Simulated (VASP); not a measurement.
Crystal: Li.

```
Li
1.0
     4.96121    0.00000    0.00000
    -2.48060    4.29653    0.00000
     0.00000    0.00000    3.04122
Li
3
Direct
  0.00000 0.00000 0.00000
  0.33333 0.66667 0.50000
  0.66667 0.33333 0.50000
```

This isn't the form of Li at room conditions, which is bcc.

- Program: VASP 6.6.1
- Task: relaxation of cell and atoms
- Functional: r2SCAN
- Potentials or basis: VASP PAW PBE potentials, release 64 (Li_sv)
- Cutoff: 600 eV
- k mesh: 7 × 7 × 10
- Occupations: fermi-dirac, width 0.1 eV
- Spin: no spin polarisation

At the start: pressure -0.5 GPa; volume 21.61 Å³/atom.

Task: How do energy, volume and symmetry change on relaxing?

Result: Over 5 steps the energy falls by 3.2 meV/atom and the volume is 20.48 Å³/atom (-5.2 %); space group P6/mmm (No. 191, to 0.1 Å) before and after.

The path:
| step | energy change (eV) | largest force (eV/Å) | pressure (GPa) | volume (Å³) |
| --- | --- | --- | --- | --- |
| 1 | 0.0000 | 0.0000 | -0.51 | 64.83 |
| 2 | -0.0039 | 0.0000 | -0.38 | 64.18 |
| 3 | -0.0100 | 0.0000 | -0.15 | 62.24 |
| 4 | 0.0053 | 0.0000 | 0.60 | 58.40 |
| 5 | -0.0095 | 0.0000 | -0.01 | 61.43 |

Final structure:
```
Li
1.0
     4.94456    0.00000    0.00000
    -2.47228    4.28211    0.00000
     0.00000    0.00000    2.90129
Li
3
Direct
  0.00000 0.00000 0.00000
  0.33333 0.66667 0.50000
  0.66667 0.33333 0.50000
```

Caveat: the cutoff is under 1.25 times the usual one of these potentials, so pressure, stress and relaxed cells hold a basis-set (Pulay) error; the PAW data sets were made with another functional, which shifts forces and pressure a little.
